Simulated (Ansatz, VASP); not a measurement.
**In3BiO3 in VASP and in Ansatz**

```
CELL_PARAMETERS angstrom
4.00522 2.31242 2.60192
-4.00522 2.31242 2.60192
0.00000 -4.62483 2.60192
ATOMIC_POSITIONS crystal
In 0.85102 0.36310 0.36310
In 0.36310 0.36310 0.85102
In 0.36310 0.85102 0.36310
Bi 0.97067 0.97067 0.97067
O 0.60288 0.18637 0.60288
O 0.60288 0.60288 0.18637
O 0.18637 0.60288 0.60288
```

Alike in both runs: functional PBE; k mesh 6 × 6 × 6; occupations gaussian, width 0.02 eV; no spin polarisation.

Ansatz relaxed the structure, and its values are those at the end. VASP's run is a single point on that final structure, the one shown.

|  | VASP | Ansatz |
| --- | --- | --- |
| version | VASP 6.6.1 | Ansatz 0.2.0 |
| potentials or method | VASP PAW PBE potentials, release 64 (In_d, Bi_d, O), cutoff 520 eV | scalar-relativistic, plane waves, PAW |
| valence electrons in the cell | 72 | 72 |

Ansatz gave:

```
gap on the k mesh at the Fermi level (eV) : 0.36
least direct gap on the mesh (eV)         : 0.36
pressure (GPa)                            : 0.0
rms of the force components (eV/Å)        : 0.005
```

What did VASP give for the same quantities?

gap on the k mesh at the Fermi level (eV): 0.35; least direct gap on the mesh (eV): 0.35; pressure (GPa): 0.1; rms of the force components (eV/Å): 0.020.

Neither program's run includes spin-orbit coupling.
